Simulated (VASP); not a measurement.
Nb, 3 atoms in the cell. It takes space group P6/mmm (No. 191, hexagonal). The conventional cell has a = 4.977 Å, b = 4.977 Å, c = 2.736 Å, α = 90.00°, β = 90.00°, γ = 120.00°. Nb (site symmetry 6/mmm) has 14 Nb at 2.74 to 3.18 Å within 3.6 Å. Within 3.6 Å of Nb (site symmetry -6m2) lie 11 Nb at 2.74 to 3.18 Å.  This cell differs from its parent crystal: volume scaled by 1.12.

- Program: VASP 6.6.1
- Task: single point
- Functional: LDA
- Potentials or basis: VASP PAW LDA potentials, release 64 (Nb_sv)
- Cutoff: 520 eV
- k mesh: 9 × 9 × 13
- Occupations: fermi-dirac, width 0.1 eV
- Spin: no spin polarisation
- Dipole correction: no
- Further INCAR settings: ALGO = Normal; EDIFF = 1e-07; NBANDS = 26

Potentials or basis: VASP PAW LDA potentials, release 64 (Nb_sv).

Launch:

```bash
$ cat potpaw_LDA.64/Nb_sv/POTCAR > POTCAR
$ mpirun -np 1 vasp_std > vasp.out
```

Hardware: 1 thread of Intel(R) Xeon(R) Platinum 8259CL CPU @ 2.50GHz (Skylake/Cascade Lake), with other jobs on the host.

Question: How long does it take, and how much memory?

Answer: It took 2.1 min on 1 thread of Intel(R) Xeon(R) Platinum 8259CL CPU @ 2.50GHz (Skylake/Cascade Lake), on a shared host, peak memory 0.22 GiB. Counts: scf iterations 14, k points 84.
